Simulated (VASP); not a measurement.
# CaMg7O8 (Cm) in VASP: single point with HSE06

Aim: the single point of CaMg7O8 with HSE06.

Everything below comes from runs of VASP 6.6.1. Logs are shortened: lines on timing, memory, paths and dates and some standing lists are left out, and cuts for length are marked.

## (1) The cell of the first run

It takes space group Cm (No. 8, monoclinic). The conventional cell has a = 12.157 Å, b = 12.157 Å, c = 8.597 Å, α = 90.00°, β = 90.00°, γ = 90.00°. O (site symmetry 1) has 6 Mg at 2.12 to 2.16 Å within 2.8 Å. O (site symmetry 1) has 5 Mg at 2.03 to 2.20 Å and 1 Ca at 2.23 Å within 2.7 Å. Within 2.8 Å of O (site symmetry m) lie 6 Mg at 2.14 to 2.15 Å. Within 2.8 Å of O (site symmetry m) lie 6 Mg at 2.11 to 2.16 Å. Within 2.8 Å of O (site symmetry m) lie 6 Mg at 2.09 to 2.17 Å. O (site symmetry m) has 4 Mg at 2.06 to 2.21 Å and 2 Ca at 2.28 Å within 2.7 Å. O (site symmetry m) has 6 Mg at 2.07 to 2.15 Å within 2.7 Å. O (site symmetry m) has 4 Mg at 2.05 to 2.27 Å and 2 Ca at 2.25 Å within 2.7 Å.

## (2) Single point, HSE06

Contents of POSCAR:

```
CaMg7O8
1.0
    8.5965470000      0.0000000000      0.0000000000
    0.0000000000      8.5965470000      0.0000000000
    0.0000000000      0.0000000000      8.5965470000
O Mg Ca
32 28 4
Direct
    0.2523710000      0.9988430000      0.9995760000
    0.2617100000      0.9972200000      0.4993620000
    0.2508970000      0.5001870000      0.9998530000
    0.2525180000      0.5018100000      0.4998970000
    0.7477870000      0.9970790000      0.9993440000
    0.7378190000      0.9871120000      0.4989550000
    0.7495500000      0.5016630000      0.9995740000
    0.7479310000      0.5110030000      0.4993690000
    0.0025900000      0.2518820000      0.9956010000
    0.0124270000      0.2617200000      0.5052660000
    0.0009030000      0.7473810000      0.9883160000
    0.0028550000      0.7377590000      0.5126360000
    0.4980890000      0.2501980000      0.9883160000
    0.4884680000      0.2521440000      0.5126370000
    0.4994900000      0.7487810000      0.9953640000
    0.4980590000      0.7473520000      0.5044310000
    0.9998710000      0.0100890000      0.2370130000
    0.9999230000      0.0009890000      0.7609730000
    0.0000130000      0.4895110000      0.2477180000
    0.0001520000      0.4981210000      0.7521930000
    0.5002220000      0.9889800000      0.2469760000
    0.5001820000      0.9979060000      0.7515930000
    0.5002970000      0.5096100000      0.2491770000
    0.5002610000      0.5010480000      0.7505130000
    0.2402190000      0.2493030000      0.2477200000
    0.2488280000      0.2494390000      0.7521920000
    0.2603190000      0.7495870000      0.2491730000
    0.2517560000      0.7495540000      0.7505150000
    0.7607940000      0.2491730000      0.2370120000
    0.7516970000      0.2492170000      0.7609720000
    0.7396890000      0.7495110000      0.2469800000
    0.7486160000      0.7494750000      0.7515920000
    0.0007060000      0.0019150000      0.9972070000
    0.0006930000      0.4976180000      0.9966910000
    0.0037950000      0.4997650000      0.5037040000
    0.4996400000      0.9963390000      0.9963870000
    0.4980620000      0.9928380000      0.5034650000
    0.4997470000      0.5023020000      0.9965300000
    0.4974690000      0.5048600000      0.5033610000
    0.2483270000      0.2499910000      0.9966890000
    0.2504730000      0.2530900000      0.5037030000
    0.2530040000      0.7490330000      0.9965260000
    0.2555700000      0.7467620000      0.5033660000
    0.7526210000      0.2499940000      0.9972070000
    0.7470540000      0.7489340000      0.9963880000
    0.7435400000      0.7473560000      0.5034560000
    0.2535820000      0.9989240000      0.2461070000
    0.2531000000      0.9992130000      0.7531640000
    0.2505220000      0.4998150000      0.2491810000
    0.2506090000      0.4999020000      0.7508380000
    0.7464910000      0.9957810000      0.2426130000
    0.7472850000      0.9965770000      0.7560180000
    0.7496290000      0.5028720000      0.2461070000
    0.7499160000      0.5023920000      0.7531590000
    0.0024160000      0.2517080000      0.2418370000
    0.0031340000      0.2524290000      0.7551070000
    0.0006280000      0.7464100000      0.7521370000
    0.4971190000      0.2499260000      0.7521390000
    0.4997110000      0.7490060000      0.2486250000
    0.4996380000      0.7489280000      0.7507210000
    0.0021720000      0.9997040000      0.5014930000
    0.7504110000      0.2514620000      0.5014900000
    0.0002490000      0.7477080000      0.2480960000
    0.4984150000      0.2495370000      0.2480930000
```

Contents of INCAR.step1:

```
PREC = Accurate ; ENCUT = 520
EDIFF = 1E-5 ; ISMEAR = -1
SIGMA = 0.05 ; LREAL = Auto
LASPH = True ; NELM = 60
ALGO = Normal ; ISIF = 2
LWAVE = True ; GGA = PE
NBANDS = 182
```

Contents of INCAR.step2:

```
PREC = Accurate ; ENCUT = 520
EDIFF = 1E-6 ; ISMEAR = -1
SIGMA = 0.05 ; LREAL = Auto
LASPH = True ; NELM = 60
ALGO = Normal ; ISIF = 2
LWAVE = False ; LCHARG = True
GGA = PE ; LHFCALC = True
HFSCREEN = 0.2079 ; PRECFOCK = Fast
LELF = True ; LVHAR = True
ISTART = 1 ; NBANDS = 182
```

Contents of KPOINTS:

```
regular mesh
0
Gamma
  1 1 1
```

Potentials or basis: VASP PAW PBE potentials, release 64 (O, Mg, Ca_sv).

Command:

```
$ cat potpaw_PBE.64/O/POTCAR potpaw_PBE.64/Mg/POTCAR potpaw_PBE.64/Ca_sv/POTCAR > POTCAR
$ cp INCAR.step1 INCAR
$ mpirun -np 1 vasp_gam > vasp.out
$ cp INCAR.step2 INCAR
$ mpirun -np 1 vasp_gam > vasp.out
```

OUTCAR:

```text
PREC = Accurate
   ENCUT = 520
   EDIFF = 1E-6
   ISMEAR = -1
   LREAL = Auto
   LASPH = True
   NELM = 60
   ISIF = 2
   GGA = PE
   LHFCALC = True
   HFSCREEN = 0.2079
   PRECFOCK = Fast
   ISTART = 1

 ion  position               nearest neighbor table
   1  0.252  0.999  1.000-  48 2.12  47 2.12  36 2.13  42 2.15  40 2.16  33 2.16
   2  0.262  0.997  0.499-  37 2.03  43 2.15  47 2.18  48 2.18  41 2.20  61 2.23
   3  0.251  0.500  1.000-  42 2.14  38 2.14  50 2.14  49 2.14  40 2.15  34 2.15
   4  0.253  0.502  0.500-  39 2.11  43 2.11  41 2.14  35 2.14  49 2.16  50 2.16
   5  0.748  0.997  0.999-  51 2.09  52 2.09  45 2.13  36 2.13  44 2.17  33 2.17
   6  0.738  0.987  0.499-  46 2.06  37 2.06  51 2.21  52 2.21  62 2.28  61 2.28
[... 76 lines left out ...]
  58  0.497  0.250  0.752-  13 2.03  14 2.06  26 2.13  24 2.16  22 2.17  30 2.19  40 3.00  48 3.01
                            41 3.01  50 3.02  38 3.02  36 3.03  44 3.04  52 3.06  39 3.06  62 3.06
  59  0.500  0.749  0.249-  27 2.06  23 2.06  21 2.06  31 2.06  15 2.18  16 2.20  51 3.00  47 3.02
                            53 3.02  49 3.03  46 3.03  37 3.03  38 3.03  42 3.03  39 3.03  43 3.03
  60  0.500  0.749  0.751-  15 2.10  16 2.12  24 2.13  28 2.13  22 2.14  32 2.14  37 2.99  46 2.99
                            43 2.99  39 2.99  38 2.99  42 2.99  36 3.00  45 3.00  52 3.01  54 3.02
  61  0.002  1.000  0.501-  18 2.23   2 2.23  12 2.25  10 2.25   6 2.28  17 2.28  41 3.05  48 3.06
                            62 3.06  57 3.06  63 3.07  56 3.08  43 3.08  47 3.08  52 3.10  46 3.11
  62  0.750  0.251  0.501-  30 2.23   8 2.23  14 2.25  10 2.25   6 2.28  29 2.28  35 3.05  54 3.06
                            61 3.06  58 3.06  64 3.07  56 3.08  39 3.08  53 3.08  52 3.10  37 3.11
  63  0.000  0.748  0.248-  19 2.22  11 2.23  27 2.24  31 2.24  17 2.26  12 2.28  53 3.01  49 3.03
                            34 3.05  51 3.05  35 3.06  42 3.07  47 3.07  45 3.07  33 3.07  61 3.07
  64  0.498  0.250  0.248-  25 2.22  13 2.23  23 2.24  21 2.24  29 2.26  14 2.28  47 3.01  49 3.03
                            40 3.05  51 3.05  41 3.06  38 3.07  53 3.07  36 3.07  44 3.07  62 3.07

  LATTYP: Found a simple cubic cell.
 ALAT       =     8.5965470000

  Lattice vectors:

 A1 = (   8.5965470000,   0.0000000000,   0.0000000000)
 A2 = (   0.0000000000,   8.5965470000,   0.0000000000)
 A3 = (   0.0000000000,   0.0000000000,   8.5965470000)

Analysis of symmetry for initial positions (statically):
=====================================================================
 Subroutine PRICEL returns:
 Original cell was already a primitive cell.

 Routine SETGRP: Setting up the symmetry group for a
 simple cubic supercell.

 Subroutine GETGRP returns: Found  1 space group operations
 (whereof  1 operations were pure point group operations)
 out of a pool of 48 trial point group operations.

The static configuration has the point symmetry C_1 .

Analysis of symmetry for dynamics (positions and initial velocities):
=====================================================================
 Subroutine PRICEL returns:
 Original cell was already a primitive cell.

 Routine SETGRP: Setting up the symmetry group for a
 simple cubic supercell.

 Subroutine GETGRP returns: Found  1 space group operations
 (whereof  1 operations were pure point group operations)
 out of a pool of 48 trial point group operations.

The dynamic configuration has the point symmetry C_1 .

 Subroutine INISYM returns: Found  1 space group operations
 (whereof  1 operations are pure point group operations),
 and found     1 'primitive' translations

----------------------------------------------------------------------------------------

                                     Primitive cell

  volume of cell :     635.2902

  direct lattice vectors                    reciprocal lattice vectors
     8.596547000  0.000000000  0.000000000     0.116325776  0.000000000  0.000000000
[... 159 lines left out ...]

 Subroutine IBZKPT returns following result:
 ===========================================

 Found      1 irreducible k-points:

 Following reciprocal coordinates:
            Coordinates               Weight
  0.000000  0.000000  0.000000      1.000000
   k-points           NKPTS =      1   k-points in BZ     NKDIM =      1   number of bands    NBANDS=    182
   number of dos      NEDOS =    301   number of ions     NIONS =     64
   total plane-waves  NPLWV = 262144
   dimension x,y,z NGX =    64 NGY =   64 NGZ =   64
   dimension x,y,z NGXF=   128 NGYF=  128 NGZF=  128
   ions per type =              32  28   4
   NGX,Y,Z   is equivalent  to a cutoff of  12.38, 12.38, 12.38 a.u.
   NGXF,Y,Z  is equivalent  to a cutoff of  24.75, 24.75, 24.75 a.u.
 SYSTEM =  unknown system
   PREC   = accura    normal or accurate (medium, high low for compatibility)
   ISTART =      1    job   : 0-new  1-cont  2-samecut
   ICHARG =      0    charge: 1-file 2-atom 10-const
   ISPIN  =      1    spin polarized calculation?
   LNONCOLLINEAR =      F non collinear calculations
   LSORBIT =      F    spin-orbit coupling
   LASPH  =      T    aspherical Exc in radial PAW
   ENCUT  =  520.0 eV  38.22 Ry    6.18 a.u.  15.98 15.98 15.98*2*pi/ulx,y,z
   NELM   =     60;   NELMIN=  2; NELMDL=  0     # of ELM steps
   EDIFF  = 0.1E-05   stopping-criterion for ELM
   LREAL  =      T    real-space projection
   EDIFFG = 0.1E-04   stopping-criterion for IOM
   NSW    =      0    number of steps for IOM
   IBRION =     -1    ionic relax: 0-MD 1-quasi-New 2-CG
   NFREE  =      0    steps in history (QN), initial steepest desc. (CG)
   ISIF   =      2    stress and relaxation
   ISYM   =      3    0-nonsym 1-usesym 2-fastsym
   POTIM  = 0.5000    time-step for ionic-motion
   TEBEG  =    0.0;   TEEND  =   0.0 temperature during run
   PSTRESS=    0.0 pullay stress
   NELECT =     288.0000    total number of electrons
   NUPDOWN=      -1.0000    fix difference up-down
   EMIN   =  10.00;   EMAX   =-10.00  energy-range for DOS
   EFERMI =   0.00;   METHOD = LEGACY
   ISMEAR =    -1;   SIGMA  =   0.05  broadening in eV -4-tet -1-fermi 0-gaus
   EFERMI_NEDOS =   21; number of points for ismear=-14 and -15
   IALGO  =     38    algorithm
   IMIX   =      1    mixing-type and parameters
     AMIX     =   0.40;   BMIX     =  1.00
     AMIX_MAG =   1.60;   BMIX_MAG =  1.00
  volume/ion in A,a.u.               =       9.93        66.99
  Fermi-wavevector in a.u.,A,eV,Ry     =   1.257617  2.376551 21.518970  1.581600
  Thomas-Fermi vector in A             =   2.391267
   LORBIT       =      0    0 simple, 1 ext, 2 COOP (PROOUT), +10 PAW based schemes
   GGA     = PE    functional components
   LHFCALC =     T    Hartree Fock is set to
   PRECFOCK=fast      Normal, Fast or Accurate (Low or Medium for compatibility)
   ENCUT4O =  -1.0   cutoff for four orbital integrals eV
   NKREDX  =     1    reduce k-point grid by
   NKREDY  =     1    reduce k-point grid by
   NKREDZ  =     1    reduce k-point grid by
   AEXX    =    0.2500 exact exchange contribution
   HFSCREEN=    0.2079 screening length (either q_TF or 0.3 A-1)
   HFSCREENC=   0.2079 screening length for correlation (either q_TF or 0.3 A-1)
   ENCUTFOCK=  -1.0 apply spherical cutoff to Coloumb kernel
   IVDW    =     0    specifies the selected vdW correction
   LEPSILON=     F    determine dielectric tensor
   LRPA    =     F    only Hartree local field effects (RPA)
 non-spin polarized calculation
  energy-cutoff  :      520.00
  volume of cell :      635.29
 maximum number of plane-waves:      8536
 NGX is ok and might be reduce to    64
  NGX = 32; NGY = 32; NGZ = 32

 number of electron     287.9999973 magnetization

 Free energy of the ion-electron system (eV)
  ---------------------------------------------------
  ext. energy  EPLUGINS =         0.00000000
  ---------------------------------------------------
  free energy    TOTEN  =      -453.81917668 eV

  energy without entropy =     -453.81917668  energy(sigma->0) =     -453.81917668

 E-fermi :   3.1652     XC(G=0):  -9.0142

 val. band max:        1.7987834183   @ k =   0.0000   0.0000   0.0000
 cond. band min:       7.9822032434   @ k =   0.0000   0.0000   0.0000
 fundamental gap:      6.1834198251
 Fermi energy:         3.1652248634

 k-point     1 :       0.0000    0.0000    0.0000
  band No.  band energies     occupation
      1     -37.5256      2.00000
      2     -37.4700      2.00000
      3     -37.3423      2.00000
      4     -37.3403      2.00000
      5     -18.2403      2.00000
      6     -18.1057      2.00000
[... 148 lines left out ...]
    155      11.1847      0.00000
    156      11.2585      0.00000
 [bands above 156 left out]

------------------------ aborting loop because EDIFF is reached ----------------------------------------

  FORCE on cell =-STRESS in cart. coord.  units (eV):
  Direction    XX          YY          ZZ          XY          YZ          ZX
  --------------------------------------------------------------------------------------
  -------------------------------------------------------------------------------------
  Total       -3.5744867     -3.5715900     -3.5741383      0.3002629     -0.0548012     -0.0706786
  in kB       -9.0147179     -9.0074127     -9.0138393      0.7572516     -0.1382065     -0.1782486
  external PRESSURE =      -9.0119900 kB  Pullay stress =       0.0000000 kB

 VOLUME and BASIS-vectors are now :
 -----------------------------------------------------------------------------
  energy-cutoff  :      520.00
  volume of cell :      635.29
      direct lattice vectors                 reciprocal lattice vectors
     8.596547000  0.000000000  0.000000000     0.116325776  0.000000000  0.000000000
     0.000000000  8.596547000  0.000000000     0.000000000  0.116325776  0.000000000
     0.000000000  0.000000000  8.596547000     0.000000000  0.000000000  0.116325776

 POSITION                                       TOTAL-FORCE (eV/Angst)
 -----------------------------------------------------------------------------------
      2.16952      8.58660      8.59290        -0.005309     -0.001038      0.012881
      2.24980      8.57265      4.29279         0.115577     -0.003070     -0.006606
      2.15685      4.29988      8.59528        -0.003363      0.003854      0.010061
      2.17078      4.31383      4.29739        -0.003551     -0.006106     -0.008452
      6.42839      8.57144      8.59091         0.001342      0.003350      0.010069
      6.34270      8.48575      4.28929        -0.111407     -0.111742     -0.017119
[... 56 lines left out ...]
      0.00214      6.42771      2.13277        -0.005523     -0.006198     -0.000020
      4.28465      2.14516      2.13274        -0.005720     -0.005793      0.000183
 -----------------------------------------------------------------------------------
    total drift:                               -0.013782      0.008460     -0.014732

  FREE ENERGIE OF THE ION-ELECTRON SYSTEM (eV)
  ---------------------------------------------------
  free  energy   TOTEN  =      -453.8191766815 eV

  energy  without entropy=     -453.8191766815  energy(sigma->0) =     -453.81917668
```

Run time: 15 min. Hardware: 1 thread of AMD EPYC 7R13 (Zen 3), shared host; peak memory 0.86 GiB.

Results:

- Free energy: -453.8192 eV
- Pressure: -0.9 GPa
- Largest force: 0.165 eV/Å
- Band gap on the k mesh: 6.18 eV

Forces in eV/Å, atoms in the order of the input:
```
O   -0.005 -0.001  0.013
O    0.116 -0.003 -0.007
O   -0.003  0.004  0.010
O   -0.004 -0.006 -0.008
O    0.001  0.003  0.010
O   -0.111 -0.112 -0.017
O   -0.003 -0.006  0.013
O   -0.003  0.115 -0.009
O   -0.004 -0.001  0.004
O    0.116  0.115  0.025
O    0.002 -0.005 -0.115
O    0.007 -0.114  0.109
O   -0.003  0.003 -0.117
O   -0.114  0.010  0.110
O   -0.005 -0.002  0.000
O    0.000  0.003  0.000
O   -0.011  0.105 -0.100
O   -0.005  0.005  0.110
O   -0.004 -0.116  0.001
O   -0.005  0.011 -0.009
O    0.008 -0.098  0.000
O    0.006  0.015 -0.011
O    0.006  0.098  0.002
O    0.004 -0.015 -0.001
O   -0.112 -0.005  0.001
O    0.008 -0.001 -0.009
O    0.100  0.006  0.004
O   -0.015  0.008 -0.001
O    0.109 -0.012 -0.102
O    0.006 -0.006  0.109
O   -0.094  0.008 -0.001
O    0.013  0.009 -0.011
Mg   0.003  0.026 -0.029
Mg   0.001 -0.027 -0.031
Mg   0.028 -0.002  0.029
Mg  -0.003 -0.029 -0.026
Mg  -0.028 -0.055  0.030
Mg  -0.001  0.029 -0.031
Mg  -0.028  0.054  0.030
Mg  -0.027  0.000 -0.030
Mg  -0.002  0.028  0.029
Mg   0.031 -0.001 -0.031
Mg   0.053 -0.028  0.029
Mg   0.026  0.003 -0.028
Mg  -0.030 -0.003 -0.027
Mg  -0.054 -0.028  0.030
Mg   0.032 -0.003 -0.031
Mg   0.029  0.000  0.031
Mg   0.003 -0.001 -0.005
Mg   0.002 -0.001  0.005
Mg  -0.031 -0.030 -0.058
Mg  -0.027 -0.027  0.062
Mg  -0.003  0.032 -0.031
Mg   0.001  0.029  0.031
Mg   0.027  0.027 -0.057
Mg   0.029  0.029  0.051
Mg   0.002 -0.030  0.028
Mg  -0.029  0.001  0.028
Mg  -0.002 -0.005 -0.005
Mg  -0.002 -0.005  0.005
Ca   0.007  0.004  0.001
Ca   0.005  0.006  0.001
Ca  -0.006 -0.006  0.000
Ca  -0.006 -0.006  0.000
```

Stress tensor (GPa, compression positive):
```
-0.90  0.08 -0.02
 0.08 -0.90 -0.01
-0.02 -0.01 -0.90
```

Caveat: the k points lie up to 0.73 Å⁻¹ apart; the PAW data sets were made with another functional, which shifts forces and pressure a little. A k mesh can miss the band edges.
